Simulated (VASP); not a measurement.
# SiC (Cmc2_1) in VASP: notebook, part 2 of 2

VASP 6.6.1. The steps go on from the part before.

### 3 Single point, PBE

INCAR

```
PREC = Accurate ; ENCUT = 520
EDIFF = 1E-7 ; ISMEAR = -1
SIGMA = 0.02 ; LREAL = False
LASPH = True ; NELM = 60
ALGO = Normal ; ISIF = 2
LWAVE = False ; LCHARG = False
GGA = PE ; NBANDS = 36
```

KPOINTS

```
regular mesh
0
Gamma
  10 10 2
```

POSCAR

```
SiC
1.0
    1.5389000000     -2.6675000000      0.0000000000
    1.5389000000      2.6675000000      0.0000000000
    0.0000000000      0.0000000000     15.1219000000
Si C
6 6
Direct
    0.1666620629      0.8333379371      0.8577214520
    0.8333379371      0.1666620629      0.3577214520
    0.5001149255      0.4998850745      0.5245066742
    0.4998850745      0.5001149255      0.0245066742
    0.8334420064      0.1665579936      0.6912249935
    0.1665579936      0.8334420064      0.1912249935
    0.5001800041      0.4998199959      0.6498136389
    0.4998199959      0.5001800041      0.1498136389
    0.1666200943      0.8333799057      0.9826819952
    0.8333799057      0.1666200943      0.4826819952
    0.8333969748      0.1666030252      0.8161912462
    0.1666030252      0.8333969748      0.3161912462
```

Potentials or basis: VASP PAW PBE potentials, release 64 (Si, C).

Run with:

```console
cat potpaw_PBE.64/Si/POTCAR potpaw_PBE.64/C/POTCAR > POTCAR
mpirun -np 1 vasp_std > vasp.out
```

OUTCAR:

```text
PREC = Accurate
   ENCUT = 520
   EDIFF = 1E-7
   ISMEAR = -1
   LREAL = False
   LASPH = True
   NELM = 60
   ISIF = 2
   GGA = PE

 ion  position               nearest neighbor table
   1  0.167  0.833  0.858-  11 1.89  11 1.89  11 1.89   9 1.89   5 3.08   5 3.08   5 3.08   4 3.09
                             4 3.09   4 3.09
   2  0.833  0.167  0.358-  12 1.89  12 1.89  12 1.89  10 1.89   6 3.08   6 3.08   6 3.08   3 3.09
                             3 3.09   3 3.09
   3  0.500  0.500  0.525-  10 1.89  10 1.89  10 1.89   7 1.89   5 3.08   5 3.08   5 3.09   2 3.09
                             2 3.09   2 3.09
   4  0.500  0.500  0.025-   9 1.89   9 1.89   9 1.89   8 1.89   6 3.08   6 3.08   6 3.09   1 3.09
                             1 3.09   1 3.09
[... 1175 lines left out ...]
  volume of cell :      124.15
      direct lattice vectors                 reciprocal lattice vectors
     1.538900000 -2.667500000  0.000000000     0.324907401 -0.187441425  0.000000000
     1.538900000  2.667500000  0.000000000     0.324907401  0.187441425  0.000000000
     0.000000000  0.000000000 15.121900000     0.000000000  0.000000000  0.066129256

 POSITION                                       TOTAL-FORCE (eV/Angst)
 -----------------------------------------------------------------------------------
      1.53890      1.77836     12.97038         0.000000     -0.000018      0.000711
      1.53890     -1.77836      5.40943         0.000000      0.000018      0.000711
      1.53890     -0.00061      7.93154         0.000000     -0.000179     -0.001771
      1.53890      0.00061      0.37059         0.000000      0.000179     -0.001771
      1.53890     -1.77891     10.45264         0.000000     -0.000024      0.001566
      1.53890      1.77891      2.89169         0.000000      0.000024      0.001566
      1.53890     -0.00096      9.82642         0.000000     -0.000009      0.000485
      1.53890      0.00096      2.26547         0.000000      0.000009      0.000485
      1.53890      1.77858     14.86002         0.000000      0.000080     -0.000496
      1.53890     -1.77858      7.29907         0.000000     -0.000080     -0.000496
      1.53890     -1.77867     12.34236         0.000000     -0.000019     -0.000495
      1.53890      1.77867      4.78141         0.000000      0.000019     -0.000495
 -----------------------------------------------------------------------------------
    total drift:                               -0.000000     -0.000000     -0.000021

  FREE ENERGIE OF THE ION-ELECTRON SYSTEM (eV)
  ---------------------------------------------------
  free  energy   TOTEN  =       -90.3551454874 eV

  energy  without entropy=      -90.3551454874  energy(sigma->0) =      -90.35514549
```

OSZICAR:

```text
N       E                     dE             d eps       ncg     rms          rms(c)
DAV:   1     0.122462195782E+03    0.12246E+03   -0.21876E+04  4464   0.120E+03
DAV:   2    -0.897685703375E+02   -0.21223E+03   -0.19938E+03  5768   0.209E+02
DAV:   3    -0.101304385027E+03   -0.11536E+02   -0.11455E+02  5872   0.463E+01
DAV:   4    -0.101478247731E+03   -0.17386E+00   -0.17349E+00  5728   0.650E+00
DAV:   5    -0.101481957437E+03   -0.37097E-02   -0.37066E-02  5712   0.903E-01    0.216E+01
DAV:   6    -0.906537042030E+02    0.10828E+02   -0.31915E+01  5484   0.209E+01    0.965E+00
DAV:   7    -0.904032591278E+02    0.25045E+00   -0.31745E+00  5840   0.679E+00    0.413E+00
DAV:   8    -0.903587329166E+02    0.44526E-01   -0.19504E-01  5384   0.177E+00    0.128E+00
DAV:   9    -0.903543113294E+02    0.44216E-02   -0.28044E-02  5620   0.776E-01    0.182E-01
DAV:  10    -0.903549975512E+02   -0.68622E-03   -0.22412E-03  5596   0.203E-01    0.948E-02
DAV:  11    -0.903551417215E+02   -0.14417E-03   -0.31552E-04  5252   0.967E-02    0.192E-02
DAV:  12    -0.903551434763E+02   -0.17547E-05   -0.12672E-05  5792   0.171E-02    0.853E-03
DAV:  13    -0.903551449497E+02   -0.14734E-05   -0.18195E-06  5408   0.636E-03    0.245E-03
DAV:  14    -0.903551452324E+02   -0.28270E-06   -0.95752E-08  3840   0.191E-03    0.121E-03
DAV:  15    -0.903551454494E+02   -0.21701E-06   -0.12750E-07  3376   0.182E-03    0.637E-04
DAV:  16    -0.903551454874E+02   -0.38034E-07   -0.10183E-08  3056   0.705E-04
   1 F= -.90355145E+02 E0= -.90355145E+02  d E =-.385305E-11
```

stdout:

```text
POSCAR found type information on POSCAR SiC
 POSCAR found :  2 types and      12 ions
 scaLAPACK will be used
 LDA part: xc-table for (Slater+PW92), standard interpolation
 POSCAR, INCAR and KPOINTS ok, starting setup
 FFT: planning ... GRIDC
 FFT: planning ... GRID_SOFT
 FFT: planning ... GRID
 WAVECAR not read
 entering main loop
```

Run time: 4.6 min. Hardware: 1 thread of Intel Xeon Platinum 8259CL at 2.50GHz (Skylake/Cascade Lake), shared host; peak memory 0.36 GiB.

What came out:

```yaml
Free_energy: -90.3551 eV
Pressure: 3.2 GPa
Band_gap_on_the_k_mesh: 2.02 eV (least direct gap 3.12 eV)
```

Stress tensor (GPa, compression positive):
```
3.46 0.00 0.00
0.00 3.17 0.00
0.00 0.00 2.83
```

Caveat: the cell stands under pressure. A k mesh can miss the band edges.
